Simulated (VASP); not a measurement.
A run of VASP 6.6.1 is set up as follows.

File INCAR:

```
SYSTEM = PbS
ALGO = Normal
EDIFF = 1E-6
ENCUT = 500
GGA = CA
GGA_COMPAT = .FALSE.
ISIF = 2
ISMEAR = 0
LASPH = .TRUE.
LCHARG = .TRUE.
LELF = .TRUE.
LREAL = .FALSE.
LVHAR = .TRUE.
LWAVE = .FALSE.
NBANDS = 28
NELM = 120
PREC = Accurate
SIGMA = 0.01
```

File KPOINTS:

```
k-points
0
G
  5 5 3
  0 0 0
```

Contents of POSCAR:

```
PbS
1.0
    2.0149668052     -3.4901350167      0.0000000000
    2.0149668052      3.4901350167      0.0000000000
    0.0000000000      0.0000000000      7.2205398923
Pb S
2 2
Direct
    0.0000049554      0.9999950446      0.4737907603
    0.9999950446      0.0000049554      0.9737907603
    0.6666770048      0.3333229952      0.7054092397
    0.3333229952      0.6666770048      0.2054092397
```

Potentials or basis: VASP PAW LDA potentials, release 64 (Pb_d, S).

The run is started by

```sh
$ cat potpaw_LDA.64/Pb_d/POTCAR potpaw_LDA.64/S/POTCAR > POTCAR
$ mpirun -np 1 vasp_std > vasp.out
```

**Question.** Predict the largest force.

**Answer.** 0.006 eV/Å.

**Question.** What does it give for the pressure?

**Answer.** 0.1 GPa.

**Question.** What does it give for the band gap on the k mesh?

**Answer.** 0.26 eV, indirect (least direct gap 0.64 eV).

Forces in eV/Å, atoms in the order of the input:
```
Pb   0.000  0.000 -0.006
Pb   0.000  0.000 -0.006
S    0.000  0.000  0.006
S    0.000  0.000  0.006
```

Caveat: spin-orbit coupling is left out, which moves the levels of the heavy elements. A k mesh can miss the band edges.
